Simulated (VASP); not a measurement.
Write the native input for VASP 6.6.1 that does the following.

| Item | Value |
| --- | --- |
| Task | single point |
| Functional | PBE |
| Potentials or basis | VASP PAW PBE potentials, release 64 (Ga_d, N) |
| Cutoff | 520 eV |
| k mesh | 8 × 8 × 8 |
| Occupations | methfessel-paxton, width 0.02 eV |
| Spin | no spin polarisation |
| Dipole correction | no |
| Further INCAR settings | ALGO = Normal; EDIFF = 1e-07; NBANDS = 16 |

The structure of GaN lies in POSCAR:

```
GaN
1.0
    0.0000000000      2.2535010000      2.2535010000
    2.2535010000      0.0000000000      2.2535010000
    2.2535010000      2.2535010000      0.0000000000
Ga N
1 1
Direct
    0.0000000000      0.0000000000      0.0000000000
    0.7500000000      0.7500000000      0.7500000000
```

These files were run (other wordings do the same):

INCAR

```
SYSTEM = GaN
PREC     = Accurate       ! precision mode
ENCUT    = 520            ! plane-wave cutoff, eV
EDIFF    = 1E-7           ! SCF threshold, eV
ISMEAR   = 1              ! smearing method
SIGMA    = 0.02           ! smearing width, eV
LREAL    = .False.        ! projectors in reciprocal space
LASPH    = .True.         ! aspherical terms in the spheres
NELM     = 100            ! most SCF steps
ALGO     = Normal         ! electronic algorithm
ISIF     = 2              ! what is computed and relaxed
LWAVE    = .False.        ! write WAVECAR
LCHARG   = .False.        ! write CHGCAR
GGA      = PE             ! functional
NBANDS   = 16             ! bands
```

KPOINTS

```
regular mesh
0
Gamma
  8 8 8
  0 0 0
```

Potentials or basis: VASP PAW PBE potentials, release 64 (Ga_d, N).

Command:

```console
$ cat potpaw_PBE.64/Ga_d/POTCAR potpaw_PBE.64/N/POTCAR > POTCAR
$ mpirun -np 1 vasp_std > vasp.out
```

Results of the run:

```yaml
Pressure: 5.1 GPa
Band_gap_on_the_k_mesh: 1.72 eV, direct
```

It took 9.9 s on 1 thread of Intel(R) Xeon(R) Platinum 8259CL CPU @ 2.50GHz (Skylake/Cascade Lake), on a shared host, peak memory 0.14 GiB.
